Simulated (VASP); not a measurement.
Here is a VASP 6.6.1 calculation.

The input POSCAR:

```
MoS2
1.0
    1.5955050000      0.9211650000      6.0729490000
   -1.5955050000      0.9211650000      6.0729490000
    0.0000000000     -1.8423310000      6.0729490000
Mo S
1 2
Direct
   -0.0073230020     -0.0621677064      0.0899298723
    0.7520974823      0.7304190795      0.8079706463
    0.2701058036      0.2444223993      0.2571385772
```

File INCAR.step1:

```
SYSTEM = MoS2
PREC = Accurate
ENCUT = 520
ISMEAR = -1
SIGMA = 0.086
LREAL = .FALSE.
LASPH = .TRUE.
NELM = 100
NBANDS = 20
GGA = PE
ALGO = Normal
EDIFF = 1E-4
LWAVE = .TRUE.
LCHARG = .FALSE.
```

Contents of INCAR.step2:

```
SYSTEM = MoS2
PREC = Accurate
ENCUT = 520
EDIFF = 1E-6
ISMEAR = -1
SIGMA = 0.086
LREAL = .FALSE.
LASPH = .TRUE.
NELM = 100
ALGO = Normal
ISIF = 2
LWAVE = .FALSE.
LCHARG = .FALSE.
METAGGA = R2SCAN
LMIXTAU = .TRUE.
NBANDS = 20
ISTART = 1
```

KPOINTS

```
Automatic mesh
0
G
  6 6 6
  0 0 0
```

Potentials or basis: VASP PAW PBE potentials, release 64 (Mo_sv, S).

The run is started by

```console
$ cat potpaw_PBE.64/Mo_sv/POTCAR potpaw_PBE.64/S/POTCAR > POTCAR
$ cp INCAR.step1 INCAR
$ mpirun -np 1 vasp_std > vasp.out
$ cp INCAR.step2 INCAR
$ mpirun -np 1 vasp_std > vasp.out
```

Task: What does it give for the pressure?

Result: 2.6 GPa.

Task: What does it give for the band gap on the k mesh?

Result: Zero (bands 13 and 14 overlap by 0.42 eV).

Task: What does it give for the largest force?

Result: 2.402 eV/Å.

Forces on the atoms (eV/Å):
```
Mo  -0.486  1.388  1.900
S    0.122 -0.121 -0.867
S    0.364 -1.267 -1.033
```

Caveat: the k points lie up to 0.38 Å⁻¹ apart; the atoms stand as in a frame of molecular dynamics; the PAW data sets were made with another functional, which shifts forces and pressure a little.
